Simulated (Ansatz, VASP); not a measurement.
**RbBr: VASP beside Ansatz**

POSCAR

```
RbBr
1.0
    0.0000000000      3.5445780991      3.4608261073
    3.5445780991      0.0000000000      3.4608261073
    3.5445780991      3.5445780991      0.0000000000
Rb Br
1 1
Direct
    0.0000000000      0.0000000000      0.0000000000
    0.5000000000      0.5000000000      0.5000000000
```

INCAR.step1

```
SYSTEM = RbBr
PREC     = Accurate       ! precision mode
ENCUT    = 520            ! plane-wave cutoff, eV
EDIFF    = 1E-5           ! SCF threshold, eV
ISMEAR   = 0              ! smearing method
SIGMA    = 0.01           ! smearing width, eV
LREAL    = .FALSE.        ! projectors in reciprocal space
LASPH    = .TRUE.         ! aspherical terms in the spheres
NELM     = 100            ! most SCF steps
ALGO     = Normal         ! electronic algorithm
ISIF     = 2              ! what is computed and relaxed
LWAVE    = .TRUE.         ! write WAVECAR
GGA      = PE             ! functional
NBANDS   = 15             ! bands
```

The input INCAR.step2:

```
SYSTEM = RbBr
PREC     = Accurate       ! precision mode
ENCUT    = 520            ! plane-wave cutoff, eV
EDIFF    = 1E-6           ! SCF threshold, eV
ISMEAR   = 0              ! smearing method
SIGMA    = 0.01           ! smearing width, eV
LREAL    = .FALSE.        ! projectors in reciprocal space
LASPH    = .TRUE.         ! aspherical terms in the spheres
NELM     = 100            ! most SCF steps
ALGO     = Normal         ! electronic algorithm
ISIF     = 2              ! what is computed and relaxed
LWAVE    = .FALSE.        ! write WAVECAR
LCHARG   = .TRUE.         ! write CHGCAR
GGA      = PE             ! functional
LHFCALC  = .TRUE.         ! exact exchange
HFSCREEN = 0.2079         ! screening, 1/A
PRECFOCK = Normal       
LELF     = .TRUE.         ! ELF
LVHAR    = .TRUE.       
ISTART   = 1            
NBANDS   = 15             ! bands
```

File KPOINTS:

```
Automatic mesh
0
G
  4 4 4
  0 0 0
```

Input for Ansatz:

```yaml
crystal:
  lattice:
    - [0.0, 3.5445780991, 3.4608261073]
    - [3.5445780991, 0.0, 3.4608261073]
    - [3.5445780991, 3.5445780991, 0.0]
  atoms:
    - { symbol: Rb, position: [0.0, 0.0, 0.0] }
    - { symbol: Br, position: [0.5, 0.5, 0.5] }
kpoints:
  mp_grid: { grid: [4, 4, 4] }
  band_path:
    path:
      - [0.0, 0.0, 0.0]
      - [0.5, 0.0, 0.5]
      - [0.625, 0.25, 0.625]
      - [0.375, 0.375, 0.75]
      - [0.5, 0.5, 0.5]
      - [0.5, 0.25, 0.75]
    npoints: 1
hamiltonian:
  xc: hse06
scf:
  occupations: { method: fixed }
  n_extra_bands: 4
output:
  forces: true
  stress: true
  eigenvalues: true
```

Change from the starting cell: biaxial_xy strain +2.4%.

Alike in both runs: task single point; functional HSE06; k mesh 4 × 4 × 4; no spin polarisation.

```csv
,VASP,Ansatz
version,VASP 6.6.1,Ansatz 0.2.0
potentials or method,"VASP PAW PBE potentials, release 64 (Rb_sv, Br)","plane waves, PAW"
plane-wave cutoff (eV),520,420
occupations,"gaussian, width 0.01 eV",fixed
valence electrons in the cell,16,16
```

|  | VASP | Ansatz | Ansatz less VASP |
| --- | --- | --- | --- |
| gap on the k mesh at the Fermi level (eV) | 5.30 | 5.30 | 0.000 |
| pressure (GPa) | -0.3 | -0.3 | 0.00 |
| traceless stress, the component that is largest in VASP (GPa) | 0.36 | 0.36 | -0.002 |

Ansatz's warnings: stress exchange threshold loose, stress scf threshold loose.
